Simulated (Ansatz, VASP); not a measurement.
Two plane-wave programs on GaP

```
Ga P
1.0
     0.00000    2.83442    2.63069
     2.83442    0.00000    2.63069
     2.83442    2.83442    0.00000
Ga P
1 1
Direct
  0.00000 0.00000 0.00000
  0.25000 0.25000 0.25000
```

Change from the starting cell: epitaxial_xy strain +4.0%.

Alike in both runs: task single point; functional r2SCAN; k mesh 8 × 8 × 8; occupations fermi-dirac, width 0.02 eV; non-collinear spin, spin-orbit coupling.

|  | VASP | Ansatz |
| --- | --- | --- |
| version | VASP 6.6.1 | Ansatz 0.2.0 |
| potentials or method | VASP PAW PBE potentials, release 64 (Ga_d, P) | plane waves, PAW |
| plane-wave cutoff (eV) | 520 | 500 |
| valence electrons in the cell | 18 | 18 |

Ansatz gave:

- pressure (GPa): -3.5
- traceless stress, the component that is largest in VASP (GPa): 3.52
- net moment per atom (μB): 0.00

Task: Which values does VASP return?

Result: Pressure (GPa): -3.6; traceless stress, the component that is largest in VASP (GPa): 3.54; net moment per atom (μB): 0.00.

VASP's potentials were made for PBE, not for r2SCAN.
